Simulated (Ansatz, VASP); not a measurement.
**One calculation of SrO, two programs**

```
Sr O
1.0
     3.60664    0.00000    0.00000
    -1.80332    3.12344    0.00000
     0.00000    0.00000    6.29444
Sr O
2 2
Direct
  0.33333 0.66667 0.25346
  0.66667 0.33333 0.75346
  0.00000 0.00000 0.98103
  0.00000 0.00000 0.48103
```

Change from the starting cell: mode 8 frozen in at -0.118 Å, equal normal strain along x, y and z +0.0083.

Alike in both runs: task single point; functional PBE; k mesh 9 × 9 × 4; occupations gaussian, width 0.05 eV; no spin polarisation.

|  | VASP | Ansatz |
| --- | --- | --- |
| version | VASP 6.6.1 | Ansatz 0.2.0 |
| potentials or method | VASP PAW PBE potentials, release 64 (Sr_sv, O), cutoff 520 eV | scalar-relativistic, plane waves, PAW |
| valence electrons in the cell | 32 | 32 |

|  | VASP | Ansatz | Ansatz less VASP |
| --- | --- | --- | --- |
| gap on the k mesh at the Fermi level (eV) | 2.91 | 2.91 | +0.003 |
| least direct gap on the mesh (eV) | 2.91 | 2.91 | +0.003 |
| pressure (GPa) | -0.9 | -1.4 | -0.49 |
| traceless stress, the component that is largest in VASP (GPa) | -0.15 | -0.13 | +0.021 |
| rms of the force components (eV/Å) | 0.149 | 0.138 | -0.0105 |

Atom by atom the forces differ by 0.011 eV/Å (rms over components). The functional is the same, so the differences come from potentials, cutoffs and numerics.
